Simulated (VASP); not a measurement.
# KTaO3 (Pm-3m) in VASP: single point with PBEsol

Aim: the single point of KTaO3 with PBEsol.

Everything below comes from runs of VASP 6.6.1. Logs are shortened: lines on timing, memory, paths and dates and some standing lists are left out, and cuts for length are marked.

## (1) The cell of the first run

Symmetry: Pm-3m, No. 221, cubic system. The conventional cell has a = 3.990 Å, b = 3.990 Å, c = 3.990 Å, α = 90.00°, β = 90.00°, γ = 90.00°. Within 3.7 Å of K (site symmetry m-3m) lie 12 O at 2.82 Å and 8 Ta at 3.46 Å. Ta (site symmetry m-3m) has 6 O at 2.00 Å within 2.6 Å. O (site symmetry 4/mmm) has 2 Ta at 2.00 Å within 2.6 Å.

## (2) Single point, PBEsol

Input file INCAR:

```
ALGO     = Normal         # electronic algorithm
EDIFF    = 1E-6           # SCF threshold, eV
ENCUT    = 520            # plane-wave cutoff, eV
GGA      = PS             # functional
ISIF     = 2              # what is computed and relaxed
ISMEAR   = 0              # smearing method
LASPH    = T              # aspherical terms in the spheres
LCHARG   = F              # write CHGCAR
LREAL    = F              # projectors in reciprocal space
LWAVE    = F              # write WAVECAR
NBANDS   = 27             # bands
NELM     = 80             # most SCF steps
PREC     = Accurate       # precision mode
SIGMA    = 0.01           # smearing width, eV
```

Input file KPOINTS:

```
k-points
0
Gamma
  4 4 4
```

Input file POSCAR:

```
KTaO3
1.0
    3.9901311083      0.0000000000      0.0000000000
    0.0000000000      3.9901311083      0.0000000000
    0.0000000000      0.0000000000      3.9901311083
K Ta O
1 1 3
Direct
    0.0000000000      0.0000000000      0.0000000000
    0.5000000000      0.5000000000      0.5000000000
    0.5000000000      0.5000000000      0.0000000000
    0.5000000000      0.0000000000      0.5000000000
    0.0000000000      0.5000000000      0.5000000000
```

Potentials or basis: VASP PAW PBE potentials, release 64 (K_sv, Ta_pv, O).

Launch:

```sh
$ cat potpaw_PBE.64/K_sv/POTCAR potpaw_PBE.64/Ta_pv/POTCAR potpaw_PBE.64/O/POTCAR > POTCAR
$ mpirun -np 1 vasp_std > vasp.out
```

OUTCAR:

```text
EDIFF = 1E-6
   ENCUT = 520
   GGA = PS
   ISIF = 2
   ISMEAR = 0
   LASPH = T
   LREAL = F
   NELM = 80
   PREC = Accurate

 ion  position               nearest neighbor table
   1  0.000  0.000  0.000-   3 2.82   4 2.82   5 2.82   4 2.82   5 2.82   3 2.82   5 2.82   5 2.82
                             3 2.82   4 2.82   4 2.82   3 2.82   2 3.46   2 3.46   2 3.46   2 3.46
   2  0.500  0.500  0.500-   3 2.00   4 2.00   5 2.00   3 2.00   4 2.00   5 2.00   1 3.46   1 3.46
                             1 3.46   1 3.46   1 3.46   1 3.46   1 3.46   1 3.46
   3  0.500  0.500  0.000-   2 2.00   2 2.00   1 2.82   1 2.82   1 2.82   1 2.82
   4  0.500  0.000  0.500-   2 2.00   2 2.00   1 2.82   1 2.82   1 2.82   1 2.82
   5  0.000  0.500  0.500-   2 2.00   2 2.00   1 2.82   1 2.82   1 2.82   1 2.82

  LATTYP: Found a simple cubic cell.
 ALAT       =     3.9901311083

  Lattice vectors:

 A1 = (   3.9901311083,   0.0000000000,   0.0000000000)
 A2 = (   0.0000000000,   3.9901311083,   0.0000000000)
 A3 = (   0.0000000000,   0.0000000000,   3.9901311083)

Analysis of symmetry for initial positions (statically):
=====================================================================
 Subroutine PRICEL returns:
 Original cell was already a primitive cell.

 Routine SETGRP: Setting up the symmetry group for a
 simple cubic supercell.

 Subroutine GETGRP returns: Found 48 space group operations
 (whereof 48 operations were pure point group operations)
 out of a pool of 48 trial point group operations.

The static configuration has the point symmetry O_h .

Analysis of symmetry for dynamics (positions and initial velocities):
=====================================================================
 Subroutine PRICEL returns:
 Original cell was already a primitive cell.

 Routine SETGRP: Setting up the symmetry group for a
 simple cubic supercell.

 Subroutine GETGRP returns: Found 48 space group operations
 (whereof 48 operations were pure point group operations)
 out of a pool of 48 trial point group operations.

The dynamic configuration has the point symmetry O_h .

 Subroutine INISYM returns: Found 48 space group operations
 (whereof 48 operations are pure point group operations),
 and found     1 'primitive' translations

----------------------------------------------------------------------------------------

                                     Primitive cell

  volume of cell :      63.5275

  direct lattice vectors                    reciprocal lattice vectors
     3.990131108  0.000000000  0.000000000     0.250618331  0.000000000  0.000000000
     0.000000000  3.990131108  0.000000000     0.000000000  0.250618331  0.000000000
     0.000000000  0.000000000  3.990131108     0.000000000  0.000000000  0.250618331

  length of vectors
     3.990131108  3.990131108  3.990131108     0.250618331  0.250618331  0.250618331

  position of ions in fractional coordinates (direct lattice)
     0.000000000  0.000000000  0.000000000
     0.500000000  0.500000000  0.500000000
     0.500000000  0.500000000  0.000000000
     0.500000000  0.000000000  0.500000000
     0.000000000  0.500000000  0.500000000

  ion indices of the primitive-cell ions
   primitive index   ion index
                 1           1
                 2           2
                 3           3
                 4           4
                 5           5

----------------------------------------------------------------------------------------

 KPOINTS: k-points

Automatic generation of k-mesh.
 Grid dimensions read from file:
 generate k-points for:    4    4    4

 Generating k-lattice:

  Cartesian coordinates                     Fractional coordinates (reciprocal lattice)
     0.062654583  0.000000000  0.000000000     0.250000000  0.000000000  0.000000000
     0.000000000  0.062654583  0.000000000     0.000000000  0.250000000  0.000000000
     0.000000000  0.000000000  0.062654583     0.000000000  0.000000000  0.250000000

  Length of vectors
     0.062654583  0.062654583  0.062654583

  Shift w.r.t. Gamma in fractional coordinates (k-lattice)
     0.000000000  0.000000000  0.000000000

 Subroutine IBZKPT returns following result:
 ===========================================

 Found     10 irreducible k-points:

 Following reciprocal coordinates:
            Coordinates               Weight
  0.000000  0.000000  0.000000      1.000000
  0.250000  0.000000  0.000000      6.000000
  0.500000  0.000000  0.000000      3.000000
  0.250000  0.250000  0.000000     12.000000
  0.500000  0.250000  0.000000     12.000000
  0.500000  0.500000  0.000000      3.000000
  0.250000  0.250000  0.250000      8.000000
  0.500000  0.250000  0.250000     12.000000
  0.500000  0.500000  0.250000      6.000000
  0.500000  0.500000  0.500000      1.000000
   k-points           NKPTS =     10   k-points in BZ     NKDIM =     10   number of bands    NBANDS=     27
   number of dos      NEDOS =    301   number of ions     NIONS =      5
   total plane-waves  NPLWV =  27000
   dimension x,y,z NGX =    30 NGY =   30 NGZ =   30
   dimension x,y,z NGXF=    60 NGYF=   60 NGZF=   60
   ions per type =               1   1   3
   NGX,Y,Z   is equivalent  to a cutoff of  12.50, 12.50, 12.50 a.u.
   NGXF,Y,Z  is equivalent  to a cutoff of  25.00, 25.00, 25.00 a.u.
 SYSTEM =  unknown system
   PREC   = accura    normal or accurate (medium, high low for compatibility)
   ISTART =      0    job   : 0-new  1-cont  2-samecut
   ICHARG =      2    charge: 1-file 2-atom 10-const
   ISPIN  =      1    spin polarized calculation?
   LNONCOLLINEAR =      F non collinear calculations
   LSORBIT =      F    spin-orbit coupling
   LASPH  =      T    aspherical Exc in radial PAW
   ENCUT  =  520.0 eV  38.22 Ry    6.18 a.u.   7.42  7.42  7.42*2*pi/ulx,y,z
   NELM   =     80;   NELMIN=  2; NELMDL= -5     # of ELM steps
   EDIFF  = 0.1E-05   stopping-criterion for ELM
   LREAL  =      F    real-space projection
   EDIFFG = 0.1E-04   stopping-criterion for IOM
   NSW    =      0    number of steps for IOM
   IBRION =     -1    ionic relax: 0-MD 1-quasi-New 2-CG
   NFREE  =      0    steps in history (QN), initial steepest desc. (CG)
   ISIF   =      2    stress and relaxation
   ISYM   =      2    0-nonsym 1-usesym 2-fastsym
   POTIM  = 0.5000    time-step for ionic-motion
   TEBEG  =    0.0;   TEEND  =   0.0 temperature during run
   PSTRESS=    0.0 pullay stress
   NELECT =      38.0000    total number of electrons
   NUPDOWN=      -1.0000    fix difference up-down
   EMIN   =  10.00;   EMAX   =-10.00  energy-range for DOS
   EFERMI =   0.00;   METHOD = LEGACY
   ISMEAR =     0;   SIGMA  =   0.01  broadening in eV -4-tet -1-fermi 0-gaus
   EFERMI_NEDOS =   21; number of points for ismear=-14 and -15
   IALGO  =     38    algorithm
   IMIX   =      4    mixing-type and parameters
     AMIX     =   0.40;   BMIX     =  1.00
     AMIX_MAG =   1.60;   BMIX_MAG =  1.00
  volume/ion in A,a.u.               =      12.71        85.74
  Fermi-wavevector in a.u.,A,eV,Ry     =   1.379375  2.606640 25.887452  1.902674
  Thomas-Fermi vector in A             =   2.504350
   LORBIT       =      0    0 simple, 1 ext, 2 COOP (PROOUT), +10 PAW based schemes
   GGA     = PS    functional components
   LHFCALC =     F    Hartree Fock is set to
   AEXX    =    0.0000 exact exchange contribution
   IVDW    =     0    specifies the selected vdW correction
   LEPSILON=     F    determine dielectric tensor
   LRPA    =     F    only Hartree local field effects (RPA)
 non-spin polarized calculation
 Gauss-broadening in eV      SIGMA  =   0.01
  energy-cutoff  :      520.00
  volume of cell :       63.53
 maximum number of plane-waves:      1743
 NGX is ok and might be reduce to    30
   NGX = 15   NGY = 15   NGZ = 15

 number of electron      37.9999976 magnetization

 Free energy of the ion-electron system (eV)
  ---------------------------------------------------
  ext. energy  EPLUGINS =         0.00000000
  ---------------------------------------------------
  free energy    TOTEN  =       -42.89461375 eV

  energy without entropy =      -42.89461375  energy(sigma->0) =      -42.89461375

 E-fermi :   1.7539     XC(G=0): -11.1322

 val. band max:        1.6605017380   @ k =   0.5000   0.5000   0.5000
 cond. band min:       3.7238794089   @ k =   0.0000   0.0000   0.0000
 fundamental gap:      2.0633776709
 Fermi energy:         1.7538714535

 k-point     1 :       0.0000    0.0000    0.0000
  band No.  band energies     occupation
      1     -32.4371      2.00000
      2     -32.4371      2.00000
      3     -32.4371      2.00000
      4     -25.4630      2.00000
      5     -15.8213      2.00000
      6     -15.0944      2.00000
[... 19 lines left out ...]
     26       9.5665      0.00000
     27       9.5665      0.00000

 k-point     2 :       0.2500    0.0000    0.0000
  band No.  band energies     occupation
      1     -32.4825      2.00000
      2     -32.4353      2.00000
      3     -32.4353      2.00000
      4     -25.4482      2.00000
      5     -15.7189      2.00000
      6     -15.0821      2.00000
[... 19 lines left out ...]
     26      10.2766      0.00000
     27      10.7109      0.00000

 k-point     3 :       0.5000    0.0000    0.0000
  band No.  band energies     occupation
      1     -32.5273      2.00000
      2     -32.4336      2.00000
      3     -32.4336      2.00000
      4     -25.4336      2.00000
      5     -15.7151      2.00000
      6     -15.0697      2.00000
[... 19 lines left out ...]
     26      11.0550      0.00000
     27      12.0518      0.00000

 k-point     4 :       0.2500    0.2500    0.0000
  band No.  band energies     occupation
      1     -32.4809      2.00000
      2     -32.4801      2.00000
      3     -32.4336      2.00000
      4     -25.4372      2.00000
      5     -15.5243      2.00000
      6     -14.8075      2.00000
[... 19 lines left out ...]
     26      10.9343      0.00000
     27      11.5634      0.00000

 k-point     5 :       0.5000    0.2500    0.0000
  band No.  band energies     occupation
      1     -32.5250      2.00000
      2     -32.4784      2.00000
      3     -32.4318      2.00000
      4     -25.4262      2.00000
      5     -15.4611      2.00000
      6     -14.7639      2.00000
[... 19 lines left out ...]
     26      11.6851      0.00000
     27      12.5694      0.00000

 k-point     6 :       0.5000    0.5000    0.0000
  band No.  band energies     occupation
      1     -32.5226      2.00000
      2     -32.5226      2.00000
      3     -32.4301      2.00000
      4     -25.4187      2.00000
      5     -15.3352      2.00000
      6     -14.2431      2.00000
[... 19 lines left out ...]
     26      13.4167      0.00000
     27      13.4169      0.00000

 k-point     7 :       0.2500    0.2500    0.2500
  band No.  band energies     occupation
      1     -32.4791      2.00000
      2     -32.4782      2.00000
      3     -32.4782      2.00000
      4     -25.4278      2.00000
      5     -15.1464      2.00000
      6     -14.6702      2.00000
[... 19 lines left out ...]
     26      11.6656      0.00000
     27      11.6656      0.00000

 k-point     8 :       0.5000    0.2500    0.2500
  band No.  band energies     occupation
      1     -32.5228      2.00000
      2     -32.4768      2.00000
      3     -32.4764      2.00000
      4     -25.4184      2.00000
      5     -15.0090      2.00000
      6     -14.6445      2.00000
[... 19 lines left out ...]
     26      11.9784      0.00000
     27      12.1611      0.00000

 k-point     9 :       0.5000    0.5000    0.2500
  band No.  band energies     occupation
      1     -32.5206      2.00000
      2     -32.5206      2.00000
      3     -32.4747      2.00000
      4     -25.4106      2.00000
      5     -14.7919      2.00000
      6     -14.1993      2.00000
[... 19 lines left out ...]
     26      12.3681      0.00000
     27      12.5694      0.00000

 k-point    10 :       0.5000    0.5000    0.5000
  band No.  band energies     occupation
      1     -32.5187      2.00000
      2     -32.5187      2.00000
      3     -32.5187      2.00000
      4     -25.4024      2.00000
      5     -14.1539      2.00000
      6     -14.1539      2.00000
[... 19 lines left out ...]
     26      12.3014      0.00000
     27      13.8456      0.00000

------------------------ aborting loop because EDIFF is reached ----------------------------------------

  FORCE on cell =-STRESS in cart. coord.  units (eV):
  Direction    XX          YY          ZZ          XY          YZ          ZX
  --------------------------------------------------------------------------------------
  -------------------------------------------------------------------------------------
  Total        0.0150931      0.0150931      0.0150931     -0.0000000     -0.0000000      0.0000000
  in kB        0.3806510      0.3806510      0.3806510     -0.0000000     -0.0000000      0.0000000
  external PRESSURE =       0.3806510 kB  Pullay stress =       0.0000000 kB

 VOLUME and BASIS-vectors are now :
 -----------------------------------------------------------------------------
  energy-cutoff  :      520.00
  volume of cell :       63.53
      direct lattice vectors                 reciprocal lattice vectors
     3.990131108  0.000000000  0.000000000     0.250618331  0.000000000  0.000000000
     0.000000000  3.990131108  0.000000000     0.000000000  0.250618331  0.000000000
     0.000000000  0.000000000  3.990131108     0.000000000  0.000000000  0.250618331

 POSITION                                       TOTAL-FORCE (eV/Angst)
 -----------------------------------------------------------------------------------
      0.00000      0.00000      0.00000         0.000000      0.000000      0.000000
      1.99507      1.99507      1.99507         0.000000      0.000000      0.000000
      1.99507      1.99507      0.00000         0.000000      0.000000      0.000000
      1.99507      0.00000      1.99507         0.000000      0.000000      0.000000
      0.00000      1.99507      1.99507         0.000000      0.000000      0.000000
 -----------------------------------------------------------------------------------
    total drift:                                0.000000      0.000000     -0.000000

  FREE ENERGIE OF THE ION-ELECTRON SYSTEM (eV)
  ---------------------------------------------------
  free  energy   TOTEN  =       -42.8946137493 eV

  energy  without entropy=      -42.8946137493  energy(sigma->0) =      -42.89461375
```

It took 25 s on 1 thread of Intel Xeon 8259CL, shared host; peak memory 0.17 GiB.

Results:

| Quantity | Value |
| --- | --- |
| Free energy | -42.8946 eV |
| Pressure | 0.0 GPa |
| Band gap on the k mesh | 2.06 eV (least direct gap 2.69 eV) |

Caveat: the PAW data sets were made with another functional, which shifts forces and pressure a little; spin-orbit coupling is left out, which moves the levels of the heavy elements. A k mesh can miss the band edges.
